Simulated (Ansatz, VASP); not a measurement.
**GaP: VASP beside Ansatz**

The input INCAR:

```
PREC     = Accurate       # precision mode
ENCUT    = 520            # plane-wave cutoff, eV
EDIFF    = 1E-6           # SCF threshold, eV
ISMEAR   = 0              # smearing method
SIGMA    = 0.05           # smearing width, eV
LREAL    = F              # projectors in reciprocal space
LASPH    = T              # aspherical terms in the spheres
NELM     = 60             # most SCF steps
ALGO     = Normal         # electronic algorithm
ISIF     = 2              # what is computed and relaxed
LWAVE    = F              # write WAVECAR
LCHARG   = F              # write CHGCAR
GGA      = PE             # functional
NBANDS   = 16             # bands
```

The input KPOINTS:

```
Automatic mesh
0
Gamma
  10 10 10
```

The input POSCAR:

```
GaP
1.0
    0.0000000000      2.7511269220      2.8257260907
    2.8257260907      0.0000000000      2.8257260907
    2.8257260907      2.7511269220      0.0000000000
Ga P
1 1
Direct
    0.0000000000      0.0000000000      0.0000000000
    0.7500000000      0.7500000000      0.7500000000
```

Input for Ansatz:

```yaml
crystal:
  lattice:
    - [0.0, 2.751126922, 2.8257260907]
    - [2.8257260907, 0.0, 2.8257260907]
    - [2.8257260907, 2.751126922, 0.0]
  atoms:
    - { symbol: Ga, position: [0.0, 0.0, 0.0] }
    - { symbol: P, position: [0.75, 0.75, 0.75] }
basis:
  ecutwfc: 420
kpoints:
  mp_grid: { grid: [10, 10, 10] }
hamiltonian:
  xc: pbe
scf:
  occupations: { method: gaussian, width: 0.05 }
output:
  forces: true
  stress: true
  eigenvalues: true
  write_density: true
  write_potential: true
  elf: true
  volumetric_format: npy
```

Alike in both runs: task single point; functional PBE; k mesh 10 × 10 × 10; occupations gaussian, width 0.05 eV; no spin polarisation.

```csv
,VASP,Ansatz
version,VASP 6.6.1,Ansatz 0.2.0
potentials or method,"VASP PAW PBE potentials, release 64 (Ga_d, P), cutoff 520 eV","scalar-relativistic, plane waves, PAW"
valence electrons in the cell,18,18
```

Ansatz gave:

```
gap on the k mesh at the Fermi level (eV)                     : 1.07
least direct gap on the mesh (eV)                             : 1.07
pressure (GPa)                                                : -3.5
traceless stress, the component that is largest in VASP (GPa) : 1.22
```

Q: Which values does VASP return?

A: gap on the k mesh at the Fermi level (eV): 1.07; least direct gap on the mesh (eV): 1.07; pressure (GPa): -3.6; traceless stress, the component that is largest in VASP (GPa): 1.22.
